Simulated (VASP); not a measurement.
Pt:

```
Pt
1.0
    -1.59343    1.59343    1.59343
     1.59343   -1.59343    1.59343
     1.59343    1.59343   -1.59343
Pt
1
Direct
  0.00000 0.00000 0.00000
```

This cell differs from its parent crystal: volume scaled by 0.96.

Base run:

* Program: VASP 6.6.1
* Functional: BLYP
* Potentials or basis: VASP PAW PBE potentials, release 64 (Pt_sv_GW)
* Cutoff: 500 eV
* k mesh: 15 × 15 × 15
* Occupations: fermi-dirac, width 0.1 eV
* Spin: no spin polarisation

Its results: band gap on the k mesh zero (band 9 reaches 10.78 eV, above the bottom of band 10 at 8.76 eV); pressure 6.7 GPa.

Question: The run is repeated on the same cell with these changes: potentials or basis from VASP PAW PBE potentials, release 64 (Pt_sv_GW) to VASP PAW PBE potentials, release 64 (Pt); cutoff from 500 eV to 520 eV; further incar settings from ALGO = Normal; EDIFF = 1e-06; NBANDS = 15 to ALGO = Normal; EDIFF = 1e-06; NBANDS = 11; valence electrons from 18 to 10. What comes out?

Answer: Band gap on the k mesh zero (band 5 reaches 11.27 eV, above the bottom of band 6 at 9.25 eV); pressure 9.6 GPa.

Caveats: the PAW data sets were made with another functional, which shifts forces and pressure a little; spin-orbit coupling is left out, which moves the levels of the heavy elements.
